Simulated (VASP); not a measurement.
Si2Mo: single point with PBEsol

Crystal: Si2Mo.

```
Si Mo
1.0
    -1.59512    1.59512    3.91091
     1.59512   -1.59512    3.91091
     1.59512    1.59512   -3.91091
Si Mo
2 1
Direct
  0.33506 0.28725 0.95220
  0.66494 0.68861 0.02367
  0.00000 0.00706 0.00706
```

This cell differs from its parent crystal: atoms displaced along several vibrational modes.

* Program: VASP 6.6.1
* Task: single point
* Functional: PBEsol
* Potentials or basis: VASP PAW PBE potentials, release 64 (Si, Mo_sv)
* Cutoff: 520 eV
* k mesh: 18 × 18 × 18
* Occupations: gaussian, width 0.15 eV
* Spin: no spin polarisation
* Dipole correction: no
* Further INCAR settings: ALGO = Normal; EDIFF = 1e-06; NBANDS = 18

```yaml
Pressure: 2.4 GPa
Largest_force: 1.623 eV/Å
Band_gap_on_the_k_mesh: zero (bands 11 and 12 overlap by 0.85 eV)
```

Forces on the atoms (eV/Å):
```
Si   1.622  0.000 -0.024
Si  -1.007  0.000 -0.204
Mo  -0.615  0.000  0.227
```

Stress tensor (GPa, compression positive):
```
 1.45  0.00 -1.49
 0.00  3.65  0.00
-1.49  0.00  2.04
```

Levels at points of the mesh, in eV from the Fermi level:
```csv
k point,band 7,band 8,band 9,band 10,band 11,band 12,band 13,band 14,band 15,band 16
"(0.00, 0.00, 0.00)",-3.44,-3.20,-2.77,-2.57,0.38,2.64,3.10,3.59,3.92,4.17
"(0.50, 0.00, 0.00)",-5.05,-4.57,-2.80,-2.46,-0.50,2.24,3.16,4.09,4.24,5.28
"(0.00, 0.50, 0.00)",-4.86,-4.37,-2.84,-2.57,-0.52,2.29,3.91,3.92,4.39,5.06
"(0.50, 0.00, 0.50)",-5.36,-4.62,-2.73,-2.50,-0.59,2.27,2.30,3.99,4.32,5.94
"(0.50, 0.50, 0.00)",-6.07,-4.85,-4.51,-3.10,-1.26,2.31,2.71,3.10,3.39,4.78
"(0.50, 0.50, 0.50)",-3.70,-2.35,-0.76,-0.56,-0.54,-0.33,0.57,4.68,5.10,5.84
```

Wall time 8.7 min on 1 thread of Intel(R) Xeon(R) 6975P-C (Granite Rapids), with other jobs on the host, peak memory 1.1 GiB.

Caveat: the cell differs from its parent crystal (atoms displaced along several vibrational modes); the PAW data sets were made with another functional, which shifts forces and pressure a little.
